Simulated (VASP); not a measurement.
# Cd3C (Pm-3m) in VASP: further runs

The runs below take Cd3C through single point, relaxation of cell and atoms, with r2SCAN.

All numbers are computed with VASP 6.6.1; they aren't measurements. Logs are shortened: lines on timing, memory, paths and dates and some standing lists are left out, and cuts for length are marked.

### Step 1. The cell of the first run

It takes space group Pm-3m (No. 221, cubic). Conventional cell: a = 4.116 Å, b = 4.116 Å, c = 4.116 Å, α = 90.00°, β = 90.00°, γ = 90.00°. Cd (site symmetry 4/mmm) has 8 Cd at 2.91 Å and 4 C at 2.91 Å within 3.8 Å. Within 3.8 Å of C (site symmetry m-3m) lie 12 Cd at 2.91 Å.

### Step 2. Single point, r2SCAN

Input file POSCAR:

```
Cd3C
1.0
    4.1161116148      0.0000000000      0.0000000000
    0.0000000000      4.1161116148      0.0000000000
    0.0000000000      0.0000000000      4.1161116148
Cd C
3 1
Direct
    0.0000000000      0.5000000000      0.5000000000
    0.5000000000      0.0000000000      0.5000000000
    0.5000000000      0.5000000000      0.0000000000
    0.0000000000      0.0000000000      0.0000000000
```

Input file INCAR.step1:

```
SYSTEM = Cd3C
PREC = Accurate
ENCUT = 520
ISMEAR = 0
SIGMA = 0.1
LREAL = .False.
LASPH = .True.
NELM = 80
NBANDS = 28
GGA = PE
ALGO = Normal
EDIFF = 1E-4
LWAVE = .True.
LCHARG = .False.
```

Input file INCAR.step2:

```
SYSTEM = Cd3C
PREC = Accurate
ENCUT = 520
EDIFF = 1E-6
ISMEAR = 0
SIGMA = 0.1
LREAL = .False.
LASPH = .True.
NELM = 80
ALGO = Normal
ISIF = 2
LWAVE = .False.
LCHARG = .True.
METAGGA = R2SCAN
LMIXTAU = .True.
LELF = .True.
LVHAR = .True.
NBANDS = 28
ISTART = 1
```

Input file KPOINTS:

```
Automatic mesh
0
Gamma
  4 4 4
  0 0 0
```

Potentials or basis: VASP PAW PBE potentials, release 64 (Cd, C).

Launch:

```console
$ cat potpaw_PBE.64/Cd/POTCAR potpaw_PBE.64/C/POTCAR > POTCAR
$ cp INCAR.step1 INCAR
$ mpirun -np 1 vasp_std > vasp.out
$ cp INCAR.step2 INCAR
$ mpirun -np 1 vasp_std > vasp.out
```

OUTCAR:

```text
SYSTEM = Cd3C
   PREC = Accurate
   ENCUT = 520
   EDIFF = 1E-6
   ISMEAR = 0
   LREAL = .False.
   LASPH = .True.
   NELM = 80
   ISIF = 2
   METAGGA = R2SCAN
   ISTART = 1

 ion  position               nearest neighbor table
   1  0.000  0.500  0.500-   2 2.91   3 2.91   4 2.91   3 2.91   4 2.91   2 2.91   4 2.91   4 2.91
                             2 2.91   3 2.91   3 2.91   2 2.91
   2  0.500  0.000  0.500-   1 2.91   3 2.91   4 2.91   3 2.91   4 2.91   1 2.91   3 2.91   3 2.91
                             1 2.91   4 2.91   4 2.91   1 2.91
   3  0.500  0.500  0.000-   1 2.91   2 2.91   4 2.91   1 2.91   2 2.91   2 2.91   4 2.91   2 2.91
                             1 2.91   4 2.91   1 2.91   4 2.91
   4  0.000  0.000  0.000-   1 2.91   2 2.91   3 2.91   1 2.91   2 2.91   1 2.91   3 2.91   1 2.91
                             2 2.91   3 2.91   2 2.91   3 2.91

  LATTYP: Found a simple cubic cell.
 ALAT       =     4.1161116148

  Lattice vectors:

 A1 = (   4.1161116148,   0.0000000000,   0.0000000000)
 A2 = (   0.0000000000,   4.1161116148,   0.0000000000)
 A3 = (   0.0000000000,   0.0000000000,   4.1161116148)

Analysis of symmetry for initial positions (statically):
=====================================================================
 Subroutine PRICEL returns:
 Original cell was already a primitive cell.

 Routine SETGRP: Setting up the symmetry group for a
 simple cubic supercell.

 Subroutine GETGRP returns: Found 48 space group operations
 (whereof 48 operations were pure point group operations)
 out of a pool of 48 trial point group operations.

The static configuration has the point symmetry O_h .

Analysis of symmetry for dynamics (positions and initial velocities):
=====================================================================
 Subroutine PRICEL returns:
 Original cell was already a primitive cell.

 Routine SETGRP: Setting up the symmetry group for a
 simple cubic supercell.

 Subroutine GETGRP returns: Found 48 space group operations
 (whereof 48 operations were pure point group operations)
 out of a pool of 48 trial point group operations.

The dynamic configuration has the point symmetry O_h .

 Subroutine INISYM returns: Found 48 space group operations
 (whereof 48 operations are pure point group operations),
 and found     1 'primitive' translations

[... 75 lines left out ...]
   ISTART =      1    job   : 0-new  1-cont  2-samecut
   ICHARG =      0    charge: 1-file 2-atom 10-const
   ISPIN  =      1    spin polarized calculation?
   LNONCOLLINEAR =      F non collinear calculations
   LSORBIT =      F    spin-orbit coupling
   LASPH  =      T    aspherical Exc in radial PAW
   ENCUT  =  520.0 eV  38.22 Ry    6.18 a.u.   7.65  7.65  7.65*2*pi/ulx,y,z
   NELM   =     80;   NELMIN=  2; NELMDL=  0     # of ELM steps
   EDIFF  = 0.1E-05   stopping-criterion for ELM
   LREAL  =      F    real-space projection
[... 7 lines left out ...]
   TEBEG  =    0.0;   TEEND  =   0.0 temperature during run
   PSTRESS=    0.0 pullay stress
   NELECT =      40.0000    total number of electrons
   NUPDOWN=      -1.0000    fix difference up-down
   EMIN   =  10.00;   EMAX   =-10.00  energy-range for DOS
   EFERMI =   0.00;   METHOD = LEGACY
   ISMEAR =     0;   SIGMA  =   0.10  broadening in eV -4-tet -1-fermi 0-gaus
   EFERMI_NEDOS =   21; number of points for ismear=-14 and -15
   IALGO  =     38    algorithm
   IMIX   =      4    mixing-type and parameters
     AMIX     =   0.40;   BMIX     =  1.00
     AMIX_MAG =   1.60;   BMIX_MAG =  1.00
  volume/ion in A,a.u.               =      17.43       117.65
  Fermi-wavevector in a.u.,A,eV,Ry     =   1.360215  2.570434 25.173308  1.850186
  Thomas-Fermi vector in A             =   2.486897
   LORBIT       =      0    0 simple, 1 ext, 2 COOP (PROOUT), +10 PAW based schemes
   METAGGA = R2SCAN    functional components
   LHFCALC =     F    Hartree Fock is set to
   AEXX    =    0.0000 exact exchange contribution
   IVDW    =     0    specifies the selected vdW correction
   LEPSILON=     F    determine dielectric tensor
   LRPA    =     F    only Hartree local field effects (RPA)
 non-spin polarized calculation
 Gauss-broadening in eV      SIGMA  =   0.10
  energy-cutoff  :      520.00
  volume of cell :       69.74
 maximum number of plane-waves:      1924
 NGX is ok and might be reduce to    32
   NGX = 15   NGY = 15   NGZ = 15

 number of electron      39.9999974 magnetization

 Free energy of the ion-electron system (eV)
  ---------------------------------------------------
  ext. energy  EPLUGINS =         0.00000000
  ---------------------------------------------------
  free energy    TOTEN  =       -65.24686086 eV

  energy without entropy =      -65.24590820  energy(sigma->0) =      -65.24638453

 E-fermi :   3.3742     XC(G=0): -12.1776

 val. band max:        3.1993999518   @ k =   0.2500   0.2500   0.2500
 cond. band min:       3.5560924695   @ k =   0.5000   0.2500   0.2500
 fundamental gap:      0.3566925176
 Fermi energy:         3.3741525166

 k-point     1 :       0.0000    0.0000    0.0000
  band No.  band energies     occupation
      1      -8.2849      2.00000
      2      -7.7366      2.00000
      3      -7.2808      2.00000
      4      -7.2808      2.00000
      5      -7.2808      2.00000
      6      -6.7707      2.00000
[... 299 lines left out ...]
     27      17.4864      0.00000
     28      18.9034      0.00000

------------------------ aborting loop because EDIFF is reached ----------------------------------------

  FORCE on cell =-STRESS in cart. coord.  units (eV):
  Direction    XX          YY          ZZ          XY          YZ          ZX
  --------------------------------------------------------------------------------------
  -------------------------------------------------------------------------------------
  Total        0.2613196      0.2613196      0.2613196     -0.0000000     -0.0000000     -0.0000000
  in kB        6.0037289      6.0037289      6.0037289     -0.0000000     -0.0000000     -0.0000000
  external PRESSURE =       6.0037289 kB  Pullay stress =       0.0000000 kB

 VOLUME and BASIS-vectors are now :
 -----------------------------------------------------------------------------
  energy-cutoff  :      520.00
  volume of cell :       69.74
      direct lattice vectors                 reciprocal lattice vectors
     4.116111615  0.000000000  0.000000000     0.242947737  0.000000000  0.000000000
     0.000000000  4.116111615  0.000000000     0.000000000  0.242947737  0.000000000
     0.000000000  0.000000000  4.116111615     0.000000000  0.000000000  0.242947737

 POSITION                                       TOTAL-FORCE (eV/Angst)
 -----------------------------------------------------------------------------------
      0.00000      2.05806      2.05806         0.000000      0.000000      0.000000
      2.05806      0.00000      2.05806         0.000000      0.000000      0.000000
      2.05806      2.05806      0.00000         0.000000      0.000000      0.000000
      0.00000      0.00000      0.00000         0.000000      0.000000      0.000000
 -----------------------------------------------------------------------------------
    total drift:                                0.000000     -0.000000     -0.000000

  FREE ENERGIE OF THE ION-ELECTRON SYSTEM (eV)
  ---------------------------------------------------
  free  energy   TOTEN  =       -65.2468608640 eV

  energy  without entropy=      -65.2459081959  energy(sigma->0) =      -65.24638453
```

OUTCAR.step1:

```text
SYSTEM = Cd3C
   PREC = Accurate
   ENCUT = 520
   ISMEAR = 0
   LREAL = .False.
   LASPH = .True.
   NELM = 80
[... 525 lines left out ...]
      2.05806      0.00000      2.05806         0.000000      0.000000      0.000000
      2.05806      2.05806      0.00000         0.000000      0.000000      0.000000
      0.00000      0.00000      0.00000         0.000000      0.000000      0.000000
 -----------------------------------------------------------------------------------
    total drift:                                0.000000     -0.000000     -0.000000

  FREE ENERGIE OF THE ION-ELECTRON SYSTEM (eV)
  ---------------------------------------------------
  free  energy   TOTEN  =        -6.4457730751 eV

  energy  without entropy=       -6.4399727714  energy(sigma->0) =       -6.44287292
```

OSZICAR.step1:

```text
N       E                     dE             d eps       ncg     rms          rms(c)
DAV:   1     0.307921393626E+03    0.30792E+03   -0.21328E+04   560   0.146E+03
DAV:   2     0.317108413567E+01   -0.30475E+03   -0.29379E+03   588   0.378E+02
DAV:   3    -0.834288972156E+01   -0.11514E+02   -0.11384E+02   620   0.776E+01
DAV:   4    -0.841797047104E+01   -0.75081E-01   -0.75035E-01   596   0.529E+00
DAV:   5    -0.841825079512E+01   -0.28032E-03   -0.28032E-03   620   0.310E-01    0.918E+00
DAV:   6    -0.744252826314E+01    0.97572E+00   -0.31805E+01   676   0.210E+01    0.102E+01
DAV:   7    -0.646578216771E+01    0.97675E+00   -0.30290E+00   608   0.722E+00    0.486E+00
DAV:   8    -0.645377439440E+01    0.12008E-01   -0.37732E-01   572   0.278E+00    0.105E+00
DAV:   9    -0.644650207741E+01    0.72723E-02   -0.28119E-02   588   0.726E-01    0.275E-01
DAV:  10    -0.644574811354E+01    0.75396E-03   -0.54795E-03   576   0.451E-01    0.793E-02
DAV:  11    -0.644577307511E+01   -0.24962E-04   -0.17793E-04   432   0.611E-02
   1 F= -.64457731E+01 E0= -.64428729E+01  d E =-.580030E-02
```

Run time: 2.2 min. Hardware: 1 thread of Oxide Virtual Turin-like, shared host; peak memory 0.15 GiB.

Results:

* Free energy: -65.2469 eV
* Pressure: 0.6 GPa
* Band gap on the k mesh: zero (bands 20 and 21 overlap by 0.79 eV)

Levels at points of the mesh, in eV from the Fermi level:
```tsv
k point	band 17	band 18	band 19	band 20	band 21	band 22	band 23	band 24
(0.00, 0.00, 0.00)	-4.66	-2.13	-2.13	-2.13	2.96	2.96	3.69	3.69
(0.50, 0.00, 0.00)	-7.28	-2.38	-0.53	-0.53	1.35	2.68	2.68	4.47
(0.50, 0.50, 0.00)	-4.91	-4.44	-4.44	0.18	1.62	2.86	2.86	5.87
(0.50, 0.50, 0.50)	-3.44	-3.44	-3.44	-3.12	-0.60	-0.60	-0.60	5.86
```

Caveat: the k points lie up to 0.38 Å⁻¹ apart, too coarse for converged energies and pressures of a metal; the PAW data sets were made with another functional, which shifts forces and pressure a little.

### Step 3. Single point, r2SCAN

This run uses another cell than the first one, of 19.34 Å³/atom.

Input file POSCAR:

```
Cd3C
1.0
    4.2608049762      0.0000000000      0.0000000000
    0.0000000000      4.2608049762      0.0000000000
    0.0000000000      0.0000000000      4.2608049762
Cd C
3 1
Direct
    0.0000000000      0.5000000000      0.5000000000
    0.5000000000      0.0000000000      0.5000000000
    0.5000000000      0.5000000000      0.0000000000
    0.0000000000      0.0000000000      0.0000000000
```

Input file INCAR.step1:

```
SYSTEM = Cd3C
ALGO = Normal
EDIFF = 1E-4
ENCUT = 520
GGA = PE
ISMEAR = 0
LASPH = .TRUE.
LCHARG = .FALSE.
LREAL = .FALSE.
LWAVE = .TRUE.
NBANDS = 28
NELM = 80
PREC = Accurate
SIGMA = 0.1
```

Input file INCAR.step2:

```
SYSTEM = Cd3C
ALGO = Normal
EDIFF = 1E-6
ENCUT = 520
ISIF = 2
ISMEAR = 0
ISTART = 1
LASPH = .TRUE.
LCHARG = .TRUE.
LELF = .TRUE.
LMIXTAU = .TRUE.
LREAL = .FALSE.
LVHAR = .TRUE.
LWAVE = .FALSE.
METAGGA = R2SCAN
NBANDS = 28
NELM = 80
PREC = Accurate
SIGMA = 0.1
```

Input file KPOINTS:

```
k-points
0
G
  4 4 4
  0 0 0
```

Potentials or basis: VASP PAW PBE potentials, release 64 (Cd, C).

Launch:

```console
$ cat potpaw_PBE.64/Cd/POTCAR potpaw_PBE.64/C/POTCAR > POTCAR
$ cp INCAR.step1 INCAR
$ mpirun -np 1 vasp_std > vasp.out
$ cp INCAR.step2 INCAR
$ mpirun -np 1 vasp_std > vasp.out
```

It took 2.2 min on 1 thread of Oxide Virtual Turin-like, shared host; peak memory 0.15 GiB.

Results (log left out):

| Quantity | Value |
| --- | --- |
| Free energy | -65.0975 eV |
| Pressure | -6.0 GPa |
| Band gap on the k mesh | zero (bands 20 and 21 overlap by 0.97 eV) |

Levels at points of the mesh, in eV from the Fermi level:
```
           k point  band 17  band 18  band 19  band 20  band 21  band 22  band 23  band 24
(0.00, 0.00, 0.00)    -4.76    -1.74    -1.74    -1.74     2.57     2.57     3.52     3.52
(0.50, 0.00, 0.00)    -6.67    -2.41    -0.39    -0.39     1.25     2.66     2.66     3.84
(0.50, 0.50, 0.00)    -4.45    -4.07    -4.07     0.22     1.59     2.52     2.52     5.63
(0.50, 0.50, 0.50)    -2.90    -2.90    -2.90    -2.61    -0.75    -0.75    -0.75     5.42
```

Caveat: the k points lie up to 0.37 Å⁻¹ apart, too coarse for converged energies and pressures of a metal; the PAW data sets were made with another functional, which shifts forces and pressure a little.

### Step 4. Relaxation of cell and atoms, r2SCAN

This run uses another cell than the first one, of 19.34 Å³/atom.

POSCAR is that of step 3.

Input file INCAR.step1:

```
PREC = Accurate
ENCUT = 600
ISMEAR = 0
SIGMA = 0.1
LREAL = False
LASPH = True
NELM = 80
GGA = PE
ALGO = Normal
EDIFF = 1E-4
LWAVE = True
LCHARG = False
```

Input file INCAR.step2:

```
PREC = Accurate
ENCUT = 600
EDIFF = 1E-6
ISMEAR = 0
SIGMA = 0.1
LREAL = False
LASPH = True
NELM = 80
ALGO = Normal
ISIF = 3
LWAVE = False
LCHARG = False
METAGGA = R2SCAN
LMIXTAU = True
IBRION = 2
NSW = 90
EDIFFG = -0.04
ISTART = 1
```

Input file KPOINTS:

```
regular mesh
0
Gamma
  4 4 4
```

Launch:

```console
$ cat potpaw_PBE.64/Cd/POTCAR potpaw_PBE.64/C/POTCAR > POTCAR
$ cp INCAR.step1 INCAR
$ mpirun -np 1 vasp_std > vasp.out
$ cp INCAR.step2 INCAR
$ mpirun -np 1 vasp_std > vasp.out
```

It took 6.9 min on 1 thread of Oxide Virtual Turin-like, shared host; peak memory 0.19 GiB.

It converged, with:

| Item | Value |
| --- | --- |
| Free energy | -65.2541 eV |
| Relaxed volume | 17.52 Å³/atom |
| Relaxed cell | a = 4.123 Å, b = 4.123 Å, c = 4.123 Å, α = 90.00°, β = 90.00°, γ = 90.00° |
| Space group after relaxing (to 0.1 Å) | Pm-3m (No. 221) |
| Energy gained by relaxing | 39.1 meV/atom |
| Ionic steps | 3 |
| Pressure after relaxing | 0.1 GPa |
| Band gap on the k mesh | zero (bands 20 and 21 overlap by 0.80 eV) |

Step by step:
```
step  energy change (eV)  largest force (eV/Å)  pressure (GPa)  volume (Å³)
   1              0.0000                0.0000           -6.07        77.35
   2             -0.1546                0.0000            0.81        69.43
   3             -0.1564                0.0000            0.06        70.07
```

Final structure:
```
Cd C
1.0
     4.12268    0.00000    0.00000
     0.00000    4.12268    0.00000
     0.00000    0.00000    4.12268
Cd C
3 1
Direct
  0.00000 0.50000 0.50000
  0.50000 0.00000 0.50000
  0.50000 0.50000 0.00000
  0.00000 0.00000 0.00000
```

Levels at points of the mesh, in eV from the Fermi level:
| k point | band 16 | band 17 | band 18 | band 19 | band 20 | band 21 | band 22 | band 23 | band 24 |
| --- | --- | --- | --- | --- | --- | --- | --- | --- | --- |
| (0.00, 0.00, 0.00) | -8.54 | -4.66 | -2.11 | -2.11 | -2.11 | 2.94 | 2.94 | 3.68 | 3.68 |
| (0.50, 0.00, 0.00) | -8.54 | -7.25 | -2.38 | -0.53 | -0.53 | 1.35 | 2.68 | 2.68 | 4.44 |
| (0.50, 0.50, 0.00) | -8.43 | -4.89 | -4.42 | -4.42 | 0.19 | 1.62 | 2.84 | 2.84 | 5.86 |
| (0.50, 0.50, 0.50) | -7.68 | -3.41 | -3.41 | -3.41 | -3.09 | -0.61 | -0.61 | -0.61 | 5.84 |

Caveat: the k points lie up to 0.38 Å⁻¹ apart in the final cell, too coarse for converged energies and pressures of a metal; the PAW data sets were made with another functional, which shifts forces and pressure a little.

### Step 5. Single point, r2SCAN

Input file POSCAR:

```
Cd3C
1.0
    4.1182966461      0.0000000000      0.0000000000
    0.0000000000      4.1182966461      0.0000000000
    0.0000000000      0.0000000000      4.1182966461
Cd C
3 1
Direct
    0.0000000000      0.5000000000      0.5000000000
    0.5000000000      0.0000000000      0.5000000000
    0.5000000000      0.5000000000      0.0000000000
    0.0000000000      0.0000000000      0.0000000000
```

Input file INCAR.step1:

```
ALGO = Normal
EDIFF = 1E-4
ENCUT = 520
GGA = PE
ISMEAR = 0
LASPH = True
LCHARG = False
LREAL = False
LWAVE = True
NBANDS = 28
NELM = 80
PREC = Accurate
SIGMA = 0.1
```

Input file INCAR.step2:

```
ALGO = Normal
EDIFF = 1E-6
ENCUT = 520
ISIF = 2
ISMEAR = 0
ISTART = 1
LASPH = True
LCHARG = True
LELF = True
LMIXTAU = True
LREAL = False
LVHAR = True
LWAVE = False
METAGGA = R2SCAN
NBANDS = 28
NELM = 80
PREC = Accurate
SIGMA = 0.1
```

Input file KPOINTS:

```
k-points
0
Gamma
  12 12 12
```

Launch:

```console
$ cat potpaw_PBE.64/Cd/POTCAR potpaw_PBE.64/C/POTCAR > POTCAR
$ cp INCAR.step1 INCAR
$ mpirun -np 1 vasp_std > vasp.out
$ cp INCAR.step2 INCAR
$ mpirun -np 1 vasp_std > vasp.out
```

Run time: 14 min. Hardware: 1 thread of Oxide Virtual Turin-like, shared host; peak memory 0.24 GiB.

Results (log left out):

```yaml
Free_energy: -65.3525 eV
Pressure: 0.7 GPa
Band_gap_on_the_k_mesh: zero (bands 20 and 21 overlap by 1.14 eV)
```

Levels at points of the mesh, in eV from the Fermi level:
| k point | band 16 | band 17 | band 18 | band 19 | band 20 | band 21 | band 22 | band 23 | band 24 | band 25 |
| --- | --- | --- | --- | --- | --- | --- | --- | --- | --- | --- |
| (0.00, 0.00, 0.00) | -8.55 | -4.69 | -2.15 | -2.15 | -2.15 | 2.94 | 2.94 | 3.65 | 3.65 | 3.65 |
| (0.50, 0.00, 0.00) | -8.54 | -7.29 | -2.41 | -0.57 | -0.57 | 1.31 | 2.66 | 2.66 | 4.44 | 4.96 |
| (0.50, 0.50, 0.00) | -8.45 | -4.92 | -4.45 | -4.45 | 0.14 | 1.60 | 2.81 | 2.81 | 5.85 | 5.85 |
| (0.50, 0.50, 0.50) | -7.71 | -3.46 | -3.46 | -3.46 | -3.14 | -0.62 | -0.62 | -0.62 | 5.82 | 5.82 |

Caveat: the PAW data sets were made with another functional, which shifts forces and pressure a little.

### Step 6. Overview

| task | cell | k mesh | cutoff (eV) | gap on the mesh (eV) | pressure (GPa) |
| --- | --- | --- | --- | --- | --- |
| single point | a = 4.116 Å, 4 atoms | 4 × 4 × 4 | 520 | none | 0.6 |
| single point | a = 4.261 Å, 4 atoms | 4 × 4 × 4 | 520 | none | -6.0 |
| relaxation of cell and atoms | relaxed from a = 4.261 Å, 4 atoms | 4 × 4 × 4 | 600 | none | 0.1 |
| single point | a = 4.118 Å, 4 atoms | 12 × 12 × 12 | 520 | none | 0.7 |

Alike in all rows: level r2SCAN; potentials or basis VASP PAW PBE potentials, release 64 (Cd, C); no spin polarisation; smearing gaussian 0.1 eV.

Caveats: some runs use coarse meshes; the PAW data sets were made with another functional, which shifts forces and pressure a little.

Absolute energies hang on the potentials; compare differences alone.

The gap in the log of VASP goes by the Fermi energy; the results here count the filled bands.